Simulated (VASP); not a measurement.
# MgS (Fm-3m) in VASP: further runs

MgS is run at these levels: LDA; tasks: single point.

Program: VASP 6.6.1. These are calculated values, not measurements. Logs are shortened: lines on timing, memory, paths and dates and some standing lists are left out, and cuts for length are marked.

### Step 1. The cell of the first run

It takes space group Fm-3m (No. 225, cubic). Conventional cell: a = 4.680 Å, b = 4.680 Å, c = 4.680 Å, α = 90.00°, β = 90.00°, γ = 90.00°. Within 3.1 Å of Mg (site symmetry m-3m) lie 6 S at 2.34 Å. Within 3.1 Å of S (site symmetry m-3m) lie 6 Mg at 2.34 Å.

### Step 2. Single point, LDA

Contents of INCAR:

```
SYSTEM = MgS
  PREC = Accurate
  ENCUT = 600
  EDIFF = 1E-6
  ISMEAR = 1
  SIGMA = 0.01
  LREAL = .False.
  LASPH = .True.
  NELM = 120
  ALGO = Normal
  ISIF = 2
  LWAVE = .False.
  LCHARG = .True.
  LELF = .True.
  LVHAR = .True.
  NBANDS = 11
  GGA_COMPAT = .False.
```

Contents of KPOINTS:

```
regular mesh
0
Gamma
  7 7 7
  0 0 0
```

Contents of POSCAR:

```
MgS
1.0
    0.0000000000      2.3402497488      2.3402497488
    2.3402497488      0.0000000000      2.3402497488
    2.3402497488      2.3402497488      0.0000000000
Mg S
1 1
Direct
    0.0000000000      0.0000000000      0.0000000000
    0.5000000000      0.5000000000      0.5000000000
```

Potentials or basis: VASP PAW LDA potentials, release 64 (Mg, S).

On the command line:

```bash
$ cat potpaw_LDA.64/Mg/POTCAR potpaw_LDA.64/S/POTCAR > POTCAR
$ mpirun -np 1 vasp_std > vasp.out
```

OUTCAR:

```text
SYSTEM = MgS
   PREC = Accurate
   ENCUT = 600
   EDIFF = 1E-6
   ISMEAR = 1
   LREAL = .False.
   LASPH = .True.
   NELM = 120
   ISIF = 2

 ion  position               nearest neighbor table
   1  0.000  0.000  0.000-   2 2.34   2 2.34   2 2.34   2 2.34   2 2.34   2 2.34
   2  0.500  0.500  0.500-   1 2.34   1 2.34   1 2.34   1 2.34   1 2.34   1 2.34

  LATTYP: Found a face centered cubic cell.
 ALAT       =     4.6804994976

  Lattice vectors:

 A1 = (   0.0000000000,   2.3402497488,   2.3402497488)
 A2 = (   2.3402497488,   0.0000000000,   2.3402497488)
 A3 = (   2.3402497488,   2.3402497488,   0.0000000000)

Analysis of symmetry for initial positions (statically):
=====================================================================
 Subroutine PRICEL returns:
 Original cell was already a primitive cell.

 Routine SETGRP: Setting up the symmetry group for a
 face centered cubic supercell.

 Subroutine GETGRP returns: Found 48 space group operations
 (whereof 48 operations were pure point group operations)
 out of a pool of 48 trial point group operations.

The static configuration has the point symmetry O_h .

Analysis of symmetry for dynamics (positions and initial velocities):
=====================================================================
 Subroutine PRICEL returns:
 Original cell was already a primitive cell.

 Routine SETGRP: Setting up the symmetry group for a
 face centered cubic supercell.

 Subroutine GETGRP returns: Found 48 space group operations
 (whereof 48 operations were pure point group operations)
 out of a pool of 48 trial point group operations.

The dynamic configuration has the point symmetry O_h .

 Subroutine INISYM returns: Found 48 space group operations
 (whereof 48 operations are pure point group operations),
 and found     1 'primitive' translations

----------------------------------------------------------------------------------------

                                     Primitive cell

  volume of cell :      25.6340

  direct lattice vectors                    reciprocal lattice vectors
     0.000000000  2.340249749  2.340249749    -0.213652410  0.213652410  0.213652410
     2.340249749  0.000000000  2.340249749     0.213652410 -0.213652410  0.213652410
     2.340249749  2.340249749  0.000000000     0.213652410  0.213652410 -0.213652410

  length of vectors
     3.309612934  3.309612934  3.309612934     0.370056830  0.370056830  0.370056830

  position of ions in fractional coordinates (direct lattice)
     0.000000000  0.000000000  0.000000000
     0.500000000  0.500000000  0.500000000

  ion indices of the primitive-cell ions
   primitive index   ion index
                 1           1
                 2           2

----------------------------------------------------------------------------------------

 KPOINTS: regular mesh

Automatic generation of k-mesh.
 Grid dimensions read from file:
 generate k-points for:    7    7    7

 Generating k-lattice:

  Cartesian coordinates                     Fractional coordinates (reciprocal lattice)
    -0.030521773  0.030521773  0.030521773     0.142857143  0.000000000  0.000000000
     0.030521773 -0.030521773  0.030521773     0.000000000  0.142857143  0.000000000
     0.030521773  0.030521773 -0.030521773     0.000000000  0.000000000  0.142857143

  Length of vectors
     0.052865261  0.052865261  0.052865261

  Shift w.r.t. Gamma in fractional coordinates (k-lattice)
     0.000000000  0.000000000  0.000000000

 Subroutine IBZKPT returns following result:
 ===========================================

 Found     20 irreducible k-points:

 Following reciprocal coordinates:
            Coordinates               Weight
  0.000000  0.000000  0.000000      1.000000
  0.142857  0.000000  0.000000      8.000000
  0.285714  0.000000  0.000000      8.000000
  0.428571  0.000000  0.000000      8.000000
  0.142857  0.142857  0.000000      6.000000
  0.285714  0.142857  0.000000     24.000000
[... 12 lines left out ...]
 -0.428571  0.428571  0.142857     24.000000
 -0.285714  0.428571  0.142857     24.000000
   k-points           NKPTS =     20   k-points in BZ     NKDIM =     20   number of bands    NBANDS=     11
   number of dos      NEDOS =    301   number of ions     NIONS =      2
   total plane-waves  NPLWV =  21952
   dimension x,y,z NGX =    28 NGY =   28 NGZ =   28
   dimension x,y,z NGXF=    56 NGYF=   56 NGZF=   56
   ions per type =               1   1
   NGX,Y,Z   is equivalent  to a cutoff of  14.06, 14.06, 14.06 a.u.
   NGXF,Y,Z  is equivalent  to a cutoff of  28.13, 28.13, 28.13 a.u.
 SYSTEM =  MgS
   PREC   = accura    normal or accurate (medium, high low for compatibility)
   ISTART =      0    job   : 0-new  1-cont  2-samecut
   ICHARG =      2    charge: 1-file 2-atom 10-const
   ISPIN  =      1    spin polarized calculation?
   LNONCOLLINEAR =      F non collinear calculations
   LSORBIT =      F    spin-orbit coupling
   LASPH  =      T    aspherical Exc in radial PAW
   ENCUT  =  600.0 eV  44.10 Ry    6.64 a.u.   6.61  6.61  6.61*2*pi/ulx,y,z
   NELM   =    120;   NELMIN=  2; NELMDL= -5     # of ELM steps
   EDIFF  = 0.1E-05   stopping-criterion for ELM
   LREAL  =      F    real-space projection
   EDIFFG = 0.1E-04   stopping-criterion for IOM
   NSW    =      0    number of steps for IOM
   IBRION =     -1    ionic relax: 0-MD 1-quasi-New 2-CG
   NFREE  =      0    steps in history (QN), initial steepest desc. (CG)
   ISIF   =      2    stress and relaxation
   ISYM   =      2    0-nonsym 1-usesym 2-fastsym
   POTIM  = 0.5000    time-step for ionic-motion
   TEBEG  =    0.0;   TEEND  =   0.0 temperature during run
   PSTRESS=    0.0 pullay stress
   NELECT =       8.0000    total number of electrons
   NUPDOWN=      -1.0000    fix difference up-down
   EMIN   =  10.00;   EMAX   =-10.00  energy-range for DOS
   EFERMI =   0.00;   METHOD = LEGACY
   ISMEAR =     1;   SIGMA  =   0.01  broadening in eV -4-tet -1-fermi 0-gaus
   EFERMI_NEDOS =   21; number of points for ismear=-14 and -15
   IALGO  =     38    algorithm
   IMIX   =      4    mixing-type and parameters
     AMIX     =   0.40;   BMIX     =  1.00
     AMIX_MAG =   1.60;   BMIX_MAG =  1.00
  volume/ion in A,a.u.               =      12.82        86.49
  Fermi-wavevector in a.u.,A,eV,Ry     =   1.110451  2.098448 16.777355  1.233101
  Thomas-Fermi vector in A             =   2.247002
   LORBIT       =      0    0 simple, 1 ext, 2 COOP (PROOUT), +10 PAW based schemes
   GGA     = CA    functional components
   LHFCALC =     F    Hartree Fock is set to
   AEXX    =    0.0000 exact exchange contribution
   IVDW    =     0    specifies the selected vdW correction
   LEPSILON=     F    determine dielectric tensor
   LRPA    =     F    only Hartree local field effects (RPA)
 non-spin polarized calculation
 Methfessel and Paxton  Order N= 1 SIGMA  =   0.01
  energy-cutoff  :      600.00
  volume of cell :       25.63
 maximum number of plane-waves:       881
   NGX = 13   NGY = 13   NGZ = 13

 number of electron       7.9999999 magnetization

 Free energy of the ion-electron system (eV)
  ---------------------------------------------------
  ext. energy  EPLUGINS =         0.00000000
  ---------------------------------------------------
  free energy    TOTEN  =        -8.81703410 eV

  energy without entropy =       -8.81703410  energy(sigma->0) =       -8.81703410

 E-fermi :   7.0995     XC(G=0): -11.3597

 val. band max:        7.0043626986   @ k =   0.0000   0.0000   0.0000
 cond. band min:      10.0594284058   @ k =   0.4286   0.4286   0.0000
 fundamental gap:      3.0550657072
 Fermi energy:         7.0994877686

 k-point     1 :       0.0000    0.0000    0.0000
  band No.  band energies     occupation
      1      -7.8982      2.00000
      2       7.0044      2.00000
      3       7.0044      2.00000
      4       7.0044      2.00000
      5      13.5589      0.00000
      6      14.3771      0.00000
      7      14.3771      0.00000
      8      14.3771      0.00000
      9      17.4363      0.00000
     10      17.4363      0.00000
     11      19.9313      0.00000

 k-point     2 :       0.1429    0.0000    0.0000
  band No.  band energies     occupation
      1      -7.5882      2.00000
      2       5.3350      2.00000
      3       6.7500      2.00000
      4       6.7500      2.00000
      5      13.3444      0.00000
      6      14.8712      0.00000
      7      14.8712      0.00000
      8      15.4031      0.00000
      9      16.9400      0.00000
     10      16.9400      0.00000
     11      21.4865      0.00000

 k-point     3 :       0.2857    0.0000    0.0000
  band No.  band energies     occupation
      1      -6.7388      2.00000
      2       2.5332      2.00000
      3       6.2752      2.00000
      4       6.2752      2.00000
      5      12.3386      0.00000
      6      14.6298      0.00000
      7      14.6298      0.00000
      8      18.2266      0.00000
      9      18.2266      0.00000
     10      18.3523      0.00000
     11      20.6688      0.00000

 k-point     4 :       0.4286    0.0000    0.0000
  band No.  band energies     occupation
      1      -5.7602      2.00000
      2       0.4281      2.00000
      3       5.9588      2.00000
      4       5.9588      2.00000
      5      11.8192      0.00000
      6      14.0556      0.00000
      7      14.0556      0.00000
      8      19.7700      0.00000
      9      21.2679      0.00000
     10      21.3323      0.00000
     11      21.3323      0.00000
[... 183 lines left out ...]
 k-point    18 :      -0.4286    0.2857    0.1429
  band No.  band energies     occupation
      1      -5.2670      2.00000
      2       1.1822      2.00000
      3       3.3630      2.00000
      4       4.9454      2.00000
      5      12.9109      0.00000
      6      13.8083      0.00000
      7      15.8175      0.00000
      8      17.5815      0.00000
      9      20.5970      0.00000
     10      23.0180      0.00000
     11      24.6436      0.00000

 k-point    19 :      -0.4286    0.4286    0.1429
  band No.  band energies     occupation
      1      -5.0007      2.00000
      2       1.3585      2.00000
      3       3.3787      2.00000
      4       4.0694      2.00000
      5      11.9430      0.00000
      6      12.1407      0.00000
      7      17.0483      0.00000
      8      19.3006      0.00000
      9      22.2907      0.00000
     10      24.1883      0.00000
     11      25.5239      0.00000

 k-point    20 :      -0.2857    0.4286    0.1429
  band No.  band energies     occupation
      1      -4.8426      2.00000
      2       1.8474      2.00000
      3       2.0541      2.00000
      4       4.1386      2.00000
      5      12.4119      0.00000
      6      14.7860      0.00000
      7      16.3253      0.00000
      8      16.5688      0.00000
      9      22.3944      0.00000
     10      22.7847      0.00000
     11      26.5858      0.00000

------------------------ aborting loop because EDIFF is reached ----------------------------------------

  FORCE on cell =-STRESS in cart. coord.  units (eV):
  Direction    XX          YY          ZZ          XY          YZ          ZX
  --------------------------------------------------------------------------------------
  -------------------------------------------------------------------------------------
  Total        6.3327799      6.3327799      6.3327799      0.0000000     -0.0000000      0.0000000
  in kB      395.8114526    395.8114526    395.8114526      0.0000000     -0.0000000      0.0000000
  external PRESSURE =     395.8114526 kB  Pullay stress =       0.0000000 kB

 VOLUME and BASIS-vectors are now :
 -----------------------------------------------------------------------------
  energy-cutoff  :      600.00
  volume of cell :       25.63
      direct lattice vectors                 reciprocal lattice vectors
     0.000000000  2.340249749  2.340249749    -0.213652410  0.213652410  0.213652410
     2.340249749  0.000000000  2.340249749     0.213652410 -0.213652410  0.213652410
     2.340249749  2.340249749  0.000000000     0.213652410  0.213652410 -0.213652410

 POSITION                                       TOTAL-FORCE (eV/Angst)
 -----------------------------------------------------------------------------------
      0.00000      0.00000      0.00000        -0.000000     -0.000000     -0.000000
      2.34025      2.34025      2.34025         0.000000      0.000000      0.000000
 -----------------------------------------------------------------------------------
    total drift:                                0.000000      0.000000      0.000000

  FREE ENERGIE OF THE ION-ELECTRON SYSTEM (eV)
  ---------------------------------------------------
  free  energy   TOTEN  =        -8.8170341032 eV

  energy  without entropy=       -8.8170341032  energy(sigma->0) =       -8.81703410
```

Wall time 3.8 s (1 thread of Intel Xeon Platinum 8481C at 2.70GHz (Sapphire Rapids), shared host); peak memory 0.14 GiB.

Results:

| Quantity | Value |
| --- | --- |
| Free energy | -8.8170 eV |
| Pressure | 39.6 GPa |
| Band gap on the k mesh | 3.06 eV (least direct gap 5.53 eV) |

Levels at points of the mesh, in eV from the valence-band top:
| k point | band 2 | band 3 | band 4 | band 5 | band 6 | band 7 |
| --- | --- | --- | --- | --- | --- | --- |
| (0.00, 0.00, 0.00) | 0.00 | 0.00 | 0.00 | 6.55 | 7.37 | 7.37 |

Caveat: the cell stands under pressure; an odd mesh through Γ misses points on the zone boundary, where band edges can lie.

### Step 3. Single point, LDA

This run uses another cell than the first one, of 11.86 Å³/atom.

Contents of INCAR:

```
SYSTEM = MgS
PREC = Accurate ; ENCUT = 600
EDIFF = 1E-6 ; ISMEAR = 1
SIGMA = 0.01 ; LREAL = .False.
LASPH = .True. ; NELM = 120
ALGO = Normal ; ISIF = 2
LWAVE = .False. ; LCHARG = .False.
GGA = CA ; NBANDS = 11
GGA_COMPAT = .False.
```

KPOINTS is that of step 2.

Contents of POSCAR:

```
MgS
1.0
    0.0000000000      2.2804904932      2.2804904932
    2.2804904932      0.0000000000      2.2804904932
    2.2804904932      2.2804904932      0.0000000000
Mg S
1 1
Direct
    0.0000000000      0.0000000000      0.0000000000
    0.5000000000      0.5000000000      0.5000000000
```

Potentials or basis: VASP PAW LDA potentials, release 64 (Mg, S).

On the command line:

```bash
$ cat potpaw_LDA.64/Mg/POTCAR potpaw_LDA.64/S/POTCAR > POTCAR
$ mpirun -np 1 vasp_std > vasp.out
```

It took 3.1 s on 1 thread of Intel Xeon Platinum 8481C at 2.70GHz (Sapphire Rapids), shared host; peak memory 0.14 GiB.

The run converged. Its results:

- Free energy: -8.2298 eV
- Pressure: 59.8 GPa
- Band gap on the k mesh: 2.61 eV (least direct gap 5.34 eV)

Levels at points of the mesh, in eV from the valence-band top:
```
           k point  band 1  band 2  band 3  band 4  band 5  band 6  band 7  band 8  band 9
(0.00, 0.00, 0.00)  -15.60    0.00    0.00    0.00    7.16    7.16    7.16    7.49   10.41
```

Caveat: the cell stands under pressure; an odd mesh through Γ misses points on the zone boundary, where band edges can lie.

### Step 4. Single point, LDA

This run uses another cell than the first one, of 14.23 Å³/atom.

Contents of INCAR:

```
SYSTEM = MgS
PREC = Accurate
ENCUT = 600
EDIFF = 1E-6
ISMEAR = 1
SIGMA = 0.01
LREAL = .False.
LASPH = .True.
NELM = 120
ALGO = Normal
ISIF = 2
LWAVE = .False.
LCHARG = .False.
NBANDS = 11
GGA_COMPAT = .False.
```

KPOINTS is that of step 3.

Contents of POSCAR:

```
MgS
1.0
    0.0000000000      2.4235012708      2.4235012708
    2.4235012708      0.0000000000      2.4235012708
    2.4235012708      2.4235012708      0.0000000000
Mg S
1 1
Direct
    0.0000000000      0.0000000000      0.0000000000
    0.5000000000      0.5000000000      0.5000000000
```

On the command line:

```bash
$ cat potpaw_LDA.64/Mg/POTCAR potpaw_LDA.64/S/POTCAR > POTCAR
$ mpirun -np 1 vasp_std > vasp.out
```

It took 3.5 s on 1 thread of Intel Xeon Platinum 8481C at 2.70GHz (Sapphire Rapids), shared host; peak memory 0.14 GiB.

The run converged. Its results:

```yaml
Free_energy: -9.3255 eV
Pressure: 19.4 GPa
Band_gap_on_the_k_mesh: 3.22 eV (least direct gap 5.39 eV)
```

Levels at points of the mesh, in eV from the valence-band top:
```
           k point  band 1  band 2  band 3  band 4  band 5  band 6  band 7  band 8  band 9
(0.00, 0.00, 0.00)  -14.05    0.00    0.00    0.00    5.41    7.59    7.59    7.59   10.42
```

Caveat: the cell stands under pressure; an odd mesh through Γ misses points on the zone boundary, where band edges can lie.

### Step 5. Summary

```tsv
cell	gap on the mesh (eV)	pressure (GPa)
a = 3.310 Å, angles 60.0°, 2 atoms	3.06	39.6
a = 3.225 Å, angles 60.0°, 2 atoms	2.61	59.8
a = 3.427 Å, angles 60.0°, 2 atoms	3.22	19.4
```

Alike in all rows: task single point; level LDA; potentials or basis VASP PAW LDA potentials, release 64 (Mg, S); no spin polarisation; k mesh 7 × 7 × 7; cutoff (eV) 600; smearing methfessel-paxton 0.01 eV.

Caveats: the cell stands under pressure; an odd mesh through Γ misses points on the zone boundary, where band edges can lie.

Absolute energies hang on the potentials; compare differences alone.
